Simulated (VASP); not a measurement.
Write the native input for VASP 6.6.1 that does the following.

```
Task                   : single point
Functional             : PBEsol
Potentials or basis    : VASP PAW PBE potentials, release 64 (V_sv)
Cutoff                 : 520 eV
k mesh                 : 20 × 20 × 20
Occupations            : gaussian, width 0.1 eV
Spin                   : no spin polarisation
Dipole correction      : no
Further INCAR settings : ALGO = Fast; EDIFF = 1e-06; NBANDS = 12
```

The structure of V lies in POSCAR:

```
V
1.0
   -1.4794246028      1.4794246028      1.4794246028
    1.4794246028     -1.4794246028      1.4794246028
    1.4794246028      1.4794246028     -1.4794246028
V
1
Direct
    0.0000000000      0.0000000000      0.0000000000
```

The input as run:

INCAR

```
SYSTEM = V
PREC = Accurate
ENCUT = 520
EDIFF = 1E-6
ISMEAR = 0
SIGMA = 0.1
LREAL = .FALSE.
LASPH = .TRUE.
NELM = 60
ALGO = Fast
ISIF = 2
LWAVE = .FALSE.
LCHARG = .FALSE.
GGA = PS
NBANDS = 12
```

KPOINTS

```
Automatic mesh
0
G
  20 20 20
  0 0 0
```

Potentials or basis: VASP PAW PBE potentials, release 64 (V_sv).

Launch:

```sh
$ cat potpaw_PBE.64/V_sv/POTCAR > POTCAR
$ mpirun -np 1 vasp_std > vasp.out
```

Results of the run:

```yaml
Pressure: 0.3 GPa
```

Caveat: the PAW data sets were made with another functional, which shifts forces and pressure a little.

It took 14 s on 1 thread of Intel(R) Xeon(R) 6975P-C (Granite Rapids), with other jobs on the host, peak memory 0.15 GiB.
